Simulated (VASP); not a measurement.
# Pt (P6_3/mmc) in VASP: a series of runs

Runs on Pt. Level: LDA. Tasks: relaxation of cell and atoms, single point.

Everything below comes from runs of VASP 6.6.1. Logs are shortened: lines on timing, memory, paths and dates and some standing lists are left out, and cuts for length are marked.

### 1 The cell of the first run

Symmetry: P6_3/mmc, No. 194, hexagonal system. Conventional cell: a = 2.774 Å, b = 2.774 Å, c = 4.530 Å, α = 90.00°, β = 90.00°, γ = 120.00°. Within 3.7 Å of Pt (site symmetry -6m2) lie 12 Pt at 2.77 Å.

This isn't the form of Pt at room conditions, which is fcc.

### 2 Relaxation of cell and atoms, LDA

Contents of INCAR:

```
SYSTEM = Pt
PREC = Accurate
ENCUT = 600
EDIFF = 1E-7
ISMEAR = -1
SIGMA = 0.1
LREAL = .False.
LASPH = .True.
NELM = 80
ALGO = Normal
ISIF = 3
LWAVE = .False.
LCHARG = .False.
IBRION = 2
NSW = 80
EDIFFG = -0.01
```

Contents of KPOINTS:

```
regular mesh
0
Gamma
  13 13 7
  0 0 0
```

Contents of POSCAR:

```
Pt
1.0
    2.7740467412      0.0000000000      0.0000000000
   -1.3870233706      2.4023949491      0.0000000000
    0.0000000000      0.0000000000      4.5300183283
Pt
2
Direct
    0.3333333333      0.6666666667      0.2500000000
    0.6666666667      0.3333333333      0.7500000000
```

Potentials or basis: VASP PAW LDA potentials, release 64 (Pt).

Launch:

```bash
$ cat potpaw_LDA.64/Pt/POTCAR > POTCAR
$ mpirun -np 1 vasp_std > vasp.out
```

OUTCAR:

```text
SYSTEM = Pt
   PREC = Accurate
   ENCUT = 600
   EDIFF = 1E-7
   ISMEAR = -1
   LREAL = .False.
   LASPH = .True.
   NELM = 80
   ISIF = 3
   IBRION = 2
   NSW = 80
   EDIFFG = -0.01

 ion  position               nearest neighbor table
   1  0.333  0.667  0.250-   2 2.77   2 2.77   2 2.77   2 2.77   2 2.77   2 2.77
   2  0.667  0.333  0.750-   1 2.77   1 2.77   1 2.77   1 2.77   1 2.77   1 2.77

  LATTYP: Found a hexagonal cell.
 ALAT       =     2.7740467412
 C/A-ratio  =     1.6330000000

  Lattice vectors:

 A1 = (   2.7740467412,   0.0000000000,   0.0000000000)
 A2 = (  -1.3870233706,   2.4023949491,   0.0000000000)
 A3 = (   0.0000000000,   0.0000000000,   4.5300183283)

Analysis of symmetry for initial positions (statically):
=====================================================================
 Subroutine PRICEL returns:
 Original cell was already a primitive cell.

 Routine SETGRP: Setting up the symmetry group for a
 hexagonal supercell.

 Subroutine GETGRP returns: Found 24 space group operations
 (whereof 12 operations were pure point group operations)
 out of a pool of 24 trial point group operations.

The static configuration has the point symmetry D_3d.
 The point group associated with its full space group is D_6h.

Analysis of symmetry for dynamics (positions and initial velocities):
=====================================================================
 Subroutine PRICEL returns:
 Original cell was already a primitive cell.

 Routine SETGRP: Setting up the symmetry group for a
 hexagonal supercell.

 Subroutine GETGRP returns: Found 24 space group operations
 (whereof 12 operations were pure point group operations)
 out of a pool of 24 trial point group operations.

The dynamic configuration has the point symmetry D_3d.
 The point group associated with its full space group is D_6h.

 Subroutine INISYM returns: Found 24 space group operations
 (whereof 12 operations are pure point group operations),
 and found     1 'primitive' translations

----------------------------------------------------------------------------------------

                                     Primitive cell

  volume of cell :      30.1897

  direct lattice vectors                    reciprocal lattice vectors
     2.774046741  0.000000000  0.000000000     0.360484193  0.208125646  0.000000000
    -1.387023371  2.402394949  0.000000000     0.000000000  0.416251291  0.000000000
     0.000000000  0.000000000  4.530018328     0.000000000  0.000000000  0.220749659

  length of vectors
     2.774046741  2.774046741  4.530018328     0.416251291  0.416251291  0.220749659

  position of ions in fractional coordinates (direct lattice)
     0.333333333  0.666666667  0.250000000
     0.666666667  0.333333333  0.750000000

  ion indices of the primitive-cell ions
   primitive index   ion index
                 1           1
                 2           2

----------------------------------------------------------------------------------------

 KPOINTS: regular mesh

Automatic generation of k-mesh.
 Grid dimensions read from file:
 generate k-points for:   13   13    7

 Generating k-lattice:

  Cartesian coordinates                     Fractional coordinates (reciprocal lattice)
     0.027729553  0.016009665  0.000000000     0.076923077 -0.000000000  0.000000000
     0.000000000  0.032019330  0.000000000     0.000000000  0.076923077  0.000000000
     0.000000000  0.000000000  0.031535666     0.000000000  0.000000000  0.142857143

  Length of vectors
     0.032019330  0.032019330  0.031535666

  Shift w.r.t. Gamma in fractional coordinates (k-lattice)
     0.000000000  0.000000000  0.000000000

 Subroutine IBZKPT returns following result:
 ===========================================

 Found     84 irreducible k-points:

 Following reciprocal coordinates:
            Coordinates               Weight
  0.000000  0.000000  0.000000      1.000000
  0.076923  0.000000  0.000000      6.000000
  0.153846  0.000000  0.000000      6.000000
  0.230769  0.000000  0.000000      6.000000
  0.307692  0.000000  0.000000      6.000000
  0.384615  0.000000  0.000000      6.000000
[... 16 lines left out ...]
  0.076923  0.000000  0.142857     12.000000
  0.153846  0.000000  0.142857     12.000000
 [... further k-points ...]
   k-points           NKPTS =     84   k-points in BZ     NKDIM =     84   number of bands    NBANDS=     14
   number of dos      NEDOS =    301   number of ions     NIONS =      2
   total plane-waves  NPLWV =  20736
   dimension x,y,z NGX =    24 NGY =   24 NGZ =   36
   dimension x,y,z NGXF=    48 NGYF=   48 NGZF=   72
   ions per type =               2
   NGX,Y,Z   is equivalent  to a cutoff of  14.38, 14.38, 13.21 a.u.
   NGXF,Y,Z  is equivalent  to a cutoff of  28.77, 28.77, 26.42 a.u.
 SYSTEM =  Pt
   PREC   = accura    normal or accurate (medium, high low for compatibility)
   ISTART =      0    job   : 0-new  1-cont  2-samecut
   ICHARG =      2    charge: 1-file 2-atom 10-const
   ISPIN  =      1    spin polarized calculation?
   LNONCOLLINEAR =      F non collinear calculations
   LSORBIT =      F    spin-orbit coupling
   LASPH  =      T    aspherical Exc in radial PAW
   ENCUT  =  600.0 eV  44.10 Ry    6.64 a.u.   5.54  5.54  9.05*2*pi/ulx,y,z
   NELM   =     80;   NELMIN=  2; NELMDL= -5     # of ELM steps
   EDIFF  = 0.1E-06   stopping-criterion for ELM
   LREAL  =      F    real-space projection
   EDIFFG = -.1E-01   stopping-criterion for IOM
   NSW    =     80    number of steps for IOM
   IBRION =      2    ionic relax: 0-MD 1-quasi-New 2-CG
   NFREE  =      1    steps in history (QN), initial steepest desc. (CG)
   ISIF   =      3    stress and relaxation
   ISYM   =      2    0-nonsym 1-usesym 2-fastsym
   POTIM  = 0.5000    time-step for ionic-motion
   TEBEG  =    0.0;   TEEND  =   0.0 temperature during run
   PSTRESS=    0.0 pullay stress
   NELECT =      20.0000    total number of electrons
   NUPDOWN=      -1.0000    fix difference up-down
   EMIN   =  10.00;   EMAX   =-10.00  energy-range for DOS
   EFERMI =   0.00;   METHOD = LEGACY
   ISMEAR =    -1;   SIGMA  =   0.10  broadening in eV -4-tet -1-fermi 0-gaus
   EFERMI_NEDOS =   21; number of points for ismear=-14 and -15
   IALGO  =     38    algorithm
   IMIX   =      4    mixing-type and parameters
     AMIX     =   0.40;   BMIX     =  1.00
     AMIX_MAG =   1.60;   BMIX_MAG =  1.00
  volume/ion in A,a.u.               =      15.09       101.86
  Fermi-wavevector in a.u.,A,eV,Ry     =   1.427136  2.696897 27.711231  2.036718
  Thomas-Fermi vector in A             =   2.547338
   LORBIT       =      0    0 simple, 1 ext, 2 COOP (PROOUT), +10 PAW based schemes
   GGA     = CA    functional components
   LHFCALC =     F    Hartree Fock is set to
   AEXX    =    0.0000 exact exchange contribution
   IVDW    =     0    specifies the selected vdW correction
   LEPSILON=     F    determine dielectric tensor
   LRPA    =     F    only Hartree local field effects (RPA)
 conjugate gradient relaxation of ions
 non-spin polarized calculation
  energy-cutoff  :      600.00
  volume of cell :       30.19
 maximum number of plane-waves:      1032
 NGX is ok and might be reduce to    24
   NGX = 11   NGY = 11   NGZ = 19

--------------------------------------- Ionic step        1  -------------------------------------------

 number of electron      20.0000002 magnetization

 Free energy of the ion-electron system (eV)
  ---------------------------------------------------
  ext. energy  EPLUGINS =         0.00000000
  ---------------------------------------------------
  free energy    TOTEN  =       -14.90671707 eV

  energy without entropy =      -14.78333307  energy(sigma->0) =      -14.84502507

------------------------ aborting loop because EDIFF is reached ----------------------------------------

  FORCE on cell =-STRESS in cart. coord.  units (eV):
  Direction    XX          YY          ZZ          XY          YZ          ZX
  --------------------------------------------------------------------------------------
  -------------------------------------------------------------------------------------
  Total       -1.1936514     -1.1936514      0.3014508      0.0000000      0.0000000      0.0000000
  in kB      -63.3475687    -63.3475687     15.9981179      0.0000000      0.0000000      0.0000000
  external PRESSURE =     -36.8990065 kB  Pullay stress =       0.0000000 kB
[... 201 lines left out ...]
  energy  without entropy=      -14.8255393172  energy(sigma->0) =      -14.88080971

--------------------------------------- Ionic step        7  -------------------------------------------

 number of electron      19.9999997 magnetization

 Free energy of the ion-electron system (eV)
  ---------------------------------------------------
  ext. energy  EPLUGINS =         0.00000000
  ---------------------------------------------------
  free energy    TOTEN  =       -14.93787698 eV

  energy without entropy =      -14.82962310  energy(sigma->0) =      -14.88375004

 E-fermi :  11.3598     XC(G=0): -13.7526

 val. band max:       11.3567409116   @ k =   0.3846   0.0769   0.0000
 cond. band min:      11.3606110944   @ k =   0.3846   0.0000   0.2857
 fundamental gap:      0.0038701828
 Fermi energy:        11.3597909377

 k-point     1 :       0.0000    0.0000    0.0000
  band No.  band energies     occupation
      1       0.9888      2.00000
      2       3.7255      2.00000
      3       7.0995      2.00000
      4       7.5806      2.00000
      5       7.5806      2.00000
      6       8.0103      2.00000
      7       8.0103      2.00000
      8       9.2595      2.00000
      9       9.2595      2.00000
     10      10.4590      1.99976
     11      11.0999      1.86161
     12      11.0999      1.86161
     13      16.5818      0.00000
     14      26.2736      0.00000
[... 375 lines left out ...]
 k-point    24 :       0.1538    0.0000    0.1429
  band No.  band energies     occupation
      1       2.0261      2.00000
      2       4.4681      2.00000
      3       6.8388      2.00000
      4       7.2949      2.00000
      5       7.4906      2.00000
      6       8.1561      2.00000
      7       8.1794      2.00000
      8       8.5740      2.00000
      9       9.1016      2.00000
     10       9.1440      2.00000
     11      11.1799      1.71611
     12      13.1799      0.00000
     13      17.9329      0.00000
     14      26.7114      0.00000

 [... further k-points ...]

------------------------ aborting loop because EDIFF is reached ----------------------------------------

  FORCE on cell =-STRESS in cart. coord.  units (eV):
  Direction    XX          YY          ZZ          XY          YZ          ZX
  --------------------------------------------------------------------------------------
  -------------------------------------------------------------------------------------
  Total       -0.0022256     -0.0022256      0.0141970      0.0000000      0.0000000      0.0000000
  in kB       -0.1196204     -0.1196204      0.7630498      0.0000000      0.0000000      0.0000000
  external PRESSURE =       0.1746030 kB  Pullay stress =       0.0000000 kB
[... 17 lines left out ...]
  FREE ENERGIE OF THE ION-ELECTRON SYSTEM (eV)
  ---------------------------------------------------
  free  energy   TOTEN  =       -14.9378769819 eV

  energy  without entropy=      -14.8296230986  energy(sigma->0) =      -14.88375004

 reached required accuracy - stopping structural energy minimisation
```

Run time: 2.6 min. Hardware: 1 thread of Intel Xeon 8259CL, shared host; peak memory 0.18 GiB.

What came out:

- Free energy: -14.9379 eV
- Relaxed volume: 14.90 Å³/atom
- Relaxed cell: a = 2.719 Å, b = 2.719 Å, c = 4.655 Å, α = 90.00°, β = 90.00°, γ = 120.00°
- Space group after relaxing (to 0.1 Å): P6_3/mmc (No. 194)
- Energy gained by relaxing: 15.6 meV/atom
- Ionic steps: 7
- Pressure after relaxing: 0.0 GPa
- Band gap on the k mesh: zero (bands 10 and 11 overlap by 1.23 eV)

Stress tensor (GPa, compression positive):
```
-0.01  0.00  0.00
 0.00 -0.01  0.00
 0.00  0.00  0.08
```

Step by step:
```csv
step,energy change (eV),largest force (eV/Å),pressure (GPa),volume (Å³)
1,0.0000,0.0000,-3.69,30.19
2,0.0128,0.0000,12.67,28.68
3,-0.0164,0.0000,2.81,29.52
4,-0.0297,0.0000,0.67,29.77
5,-0.0308,0.0000,1.01,29.72
6,-0.0294,0.0000,-2.25,30.04
7,-0.0312,0.0000,0.02,29.81
```

Final structure:
```xyz
2
Lattice="2.7194 0.0000 0.0000 -1.3597 2.3550 0.0000 0.0000 0.0000 4.6547" Properties=species:S:1:pos:R:3 pbc="T T T"
Pt    0.0000    1.5700    1.1637
Pt    1.3597    0.7850    3.4910
```

Levels at points of the mesh, in eV from the Fermi level:
```csv
k point,band 7,band 8,band 9,band 10,band 11,band 12,band 13,band 14
"(0.00, 0.00, 0.00)",-3.35,-2.10,-2.10,-0.90,-0.26,-0.26,5.22,14.91
```

Caveat: spin-orbit coupling is left out, which moves the levels of the heavy elements.

### 3 Single point, LDA

This run uses another cell than the first one, of 14.86 Å³/atom.

Contents of INCAR:

```
PREC = Accurate ; ENCUT = 520
EDIFF = 1E-6 ; ISMEAR = -1
SIGMA = 0.1 ; LREAL = F
LASPH = T ; NELM = 100
ALGO = Normal ; ISIF = 2
LWAVE = F ; LCHARG = F
NBANDS = 17
```

Contents of KPOINTS:

```
Automatic mesh
0
Gamma
  22 22 11
```

Contents of POSCAR:

```
Pt
1.0
    2.7150233397      0.0000000000      0.0000000000
   -1.3575116699      2.3512791841      0.0000000000
    0.0000000000      0.0000000000      4.6570571281
Pt
2
Direct
    0.3333333333      0.6666666667      0.2500000000
    0.6666666667      0.3333333333      0.7500000000
```

Potentials or basis: VASP PAW LDA potentials, release 64 (Pt).

Launch:

```bash
$ cat potpaw_LDA.64/Pt/POTCAR > POTCAR
$ mpirun -np 1 vasp_std > vasp.out
```

OUTCAR:

```text
PREC = Accurate
   ENCUT = 520
   EDIFF = 1E-6
   ISMEAR = -1
   LREAL = F
   LASPH = T
   NELM = 100
   ISIF = 2

 ion  position               nearest neighbor table
   1  0.333  0.667  0.250-   2 2.81   2 2.81   2 2.81   2 2.81   2 2.81   2 2.81
   2  0.667  0.333  0.750-   1 2.81   1 2.81   1 2.81   1 2.81   1 2.81   1 2.81

  LATTYP: Found a hexagonal cell.
 ALAT       =     2.7150233397
 C/A-ratio  =     1.7152917472

  Lattice vectors:

 A1 = (   2.7150233397,   0.0000000000,   0.0000000000)
 A2 = (  -1.3575116699,   2.3512791841,   0.0000000000)
 A3 = (   0.0000000000,   0.0000000000,   4.6570571281)

Analysis of symmetry for initial positions (statically):
=====================================================================
 Subroutine PRICEL returns:
 Original cell was already a primitive cell.

 Routine SETGRP: Setting up the symmetry group for a
 hexagonal supercell.

 Subroutine GETGRP returns: Found 24 space group operations
 (whereof 12 operations were pure point group operations)
 out of a pool of 24 trial point group operations.

The static configuration has the point symmetry D_3d.
 The point group associated with its full space group is D_6h.

Analysis of symmetry for dynamics (positions and initial velocities):
=====================================================================
 Subroutine PRICEL returns:
 Original cell was already a primitive cell.

 Routine SETGRP: Setting up the symmetry group for a
 hexagonal supercell.

 Subroutine GETGRP returns: Found 24 space group operations
 (whereof 12 operations were pure point group operations)
 out of a pool of 24 trial point group operations.

The dynamic configuration has the point symmetry D_3d.
 The point group associated with its full space group is D_6h.

 Subroutine INISYM returns: Found 24 space group operations
 (whereof 12 operations are pure point group operations),
[... 110 lines left out ...]
   EFERMI =   0.00;   METHOD = LEGACY
   ISMEAR =    -1;   SIGMA  =   0.10  broadening in eV -4-tet -1-fermi 0-gaus
   EFERMI_NEDOS =   21; number of points for ismear=-14 and -15
   IALGO  =     38    algorithm
   IMIX   =      4    mixing-type and parameters
     AMIX     =   0.40;   BMIX     =  1.00
     AMIX_MAG =   1.60;   BMIX_MAG =  1.00
  volume/ion in A,a.u.               =      14.86       100.31
  Fermi-wavevector in a.u.,A,eV,Ry     =   1.434460  2.710736 27.996367  2.057675
  Thomas-Fermi vector in A             =   2.553866
   LORBIT       =      0    0 simple, 1 ext, 2 COOP (PROOUT), +10 PAW based schemes
   GGA     = CA    functional components
   LHFCALC =     F    Hartree Fock is set to
   AEXX    =    0.0000 exact exchange contribution
   IVDW    =     0    specifies the selected vdW correction
   LEPSILON=     F    determine dielectric tensor
   LRPA    =     F    only Hartree local field effects (RPA)
 non-spin polarized calculation
  energy-cutoff  :      520.00
  volume of cell :       29.73
 maximum number of plane-waves:       825
   NGX = 11   NGY = 11   NGZ = 17

 number of electron      20.0000000 magnetization

 Free energy of the ion-electron system (eV)
  ---------------------------------------------------
  ext. energy  EPLUGINS =         0.00000000
  ---------------------------------------------------
  free energy    TOTEN  =       -14.93868900 eV

  energy without entropy =      -14.82827101  energy(sigma->0) =      -14.88348000

 E-fermi :  11.4074     XC(G=0): -13.7678

 val. band max:       11.4072459634   @ k =   0.2273   0.1364   0.4545
 cond. band min:      11.4077373888   @ k =   0.3182   0.0455   0.0909
 fundamental gap:      0.0004914254
 Fermi energy:        11.4074447114

 k-point     1 :       0.0000    0.0000    0.0000
  band No.  band energies     occupation
      1       1.0114      2.00000
      2       3.7426      2.00000
      3       7.1139      2.00000
      4       7.6206      2.00000
      5       7.6206      2.00000
      6       8.0489      2.00000
[... 457 lines left out ...]
      4       7.3356      2.00000
      5       7.4591      2.00000
      6       8.0736      2.00000
[... 9 lines left out ...]
     16      28.8062      0.00000
     17      29.3372      0.00000

 [... further k-points ...]

------------------------ aborting loop because EDIFF is reached ----------------------------------------

  FORCE on cell =-STRESS in cart. coord.  units (eV):
  Direction    XX          YY          ZZ          XY          YZ          ZX
  --------------------------------------------------------------------------------------
  -------------------------------------------------------------------------------------
  Total        0.1881056      0.1881056      0.0758883     -0.0000000      0.0000000      0.0000000
  in kB       10.1373154     10.1373154      4.0897459     -0.0000000      0.0000000      0.0000000
  external PRESSURE =       8.1214589 kB  Pullay stress =       0.0000000 kB

 VOLUME and BASIS-vectors are now :
 -----------------------------------------------------------------------------
  energy-cutoff  :      520.00
  volume of cell :       29.73
      direct lattice vectors                 reciprocal lattice vectors
     2.715023340  0.000000000  0.000000000     0.368320959  0.212650205  0.000000000
    -1.357511670  2.351279184  0.000000000     0.000000000  0.425300410  0.000000000
     0.000000000  0.000000000  4.657057128     0.000000000  0.000000000  0.214727879

 POSITION                                       TOTAL-FORCE (eV/Angst)
 -----------------------------------------------------------------------------------
     -0.00000      1.56752      1.16426         0.000000      0.000000      0.000000
      1.35751      0.78376      3.49279        -0.000000     -0.000000      0.000000
 -----------------------------------------------------------------------------------
    total drift:                               -0.000000      0.000000     -0.000000

  FREE ENERGIE OF THE ION-ELECTRON SYSTEM (eV)
  ---------------------------------------------------
  free  energy   TOTEN  =       -14.9386890008 eV

  energy  without entropy=      -14.8282710064  energy(sigma->0) =      -14.88348000
```

stdout:

```text
POSCAR found type information on POSCAR Pt
 POSCAR found :  1 types and       2 ions
 scaLAPACK will be used
 LDA part: xc-table for (Slater(with rela. corr.)+CA(PZ))
 , standard interpolation
 POSCAR, INCAR and KPOINTS ok, starting setup
 FFT: planning ... GRIDC
 FFT: planning ... GRID_SOFT
 FFT: planning ... GRID
 WAVECAR not read
 entering main loop
```

Wall time 2.1 min (1 thread of Intel Xeon 8259CL, shared host); peak memory 0.23 GiB.

What came out:

- Free energy: -14.9387 eV
- Pressure: 0.8 GPa
- Band gap on the k mesh: zero (bands 10 and 11 overlap by 1.37 eV)

Stress tensor (GPa, compression positive):
```
1.01 0.00 0.00
0.00 1.01 0.00
0.00 0.00 0.41
```

Caveat: spin-orbit coupling is left out, which moves the levels of the heavy elements.
